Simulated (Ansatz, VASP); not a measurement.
One calculation of ZrAl2N3, two programs

```
Zr Al N
1.0
     3.26472    0.00000    0.00000
    -1.63236    2.82733    0.00000
     0.00000    0.00000   16.03771
Zr Al N
2 4 6
Direct
  0.33333 0.66667 0.00108
  0.66667 0.33333 0.50108
  0.33333 0.66667 0.32613
  0.33333 0.66667 0.67459
  0.66667 0.33333 0.17459
  0.66667 0.33333 0.82613
  0.33333 0.66667 0.14220
  0.33333 0.66667 0.44597
  0.33333 0.66667 0.79504
  0.66667 0.33333 0.29504
  0.66667 0.33333 0.64220
  0.66667 0.33333 0.94597
```

Alike in both runs: functional PBE; k mesh 12 × 12 × 4; occupations gaussian, width 0.1 eV; no spin polarisation.

Ansatz relaxed the structure, and its values are those at the end. VASP's run is a single point on that final structure, the one shown.

|  | VASP | Ansatz |
| --- | --- | --- |
| version | VASP 6.6.1 | Ansatz 0.2.0 |
| potentials or method | VASP PAW PBE potentials, release 64 (Zr_sv, Al, N), cutoff 520 eV | scalar-relativistic, plane waves, PAW |
| valence electrons in the cell | 66 | 66 |

|  | VASP | Ansatz | Ansatz less VASP |
| --- | --- | --- | --- |
| gap on the k mesh at the Fermi level (eV) | none | none | - |
| pressure (GPa) | -0.1 | 0.0 | +0.08 |
| rms of the force components (eV/Å) | 0.011 | 0.003 | -0.0084 |

A gap of «none» marks a metal or a gap that the smearing closes.
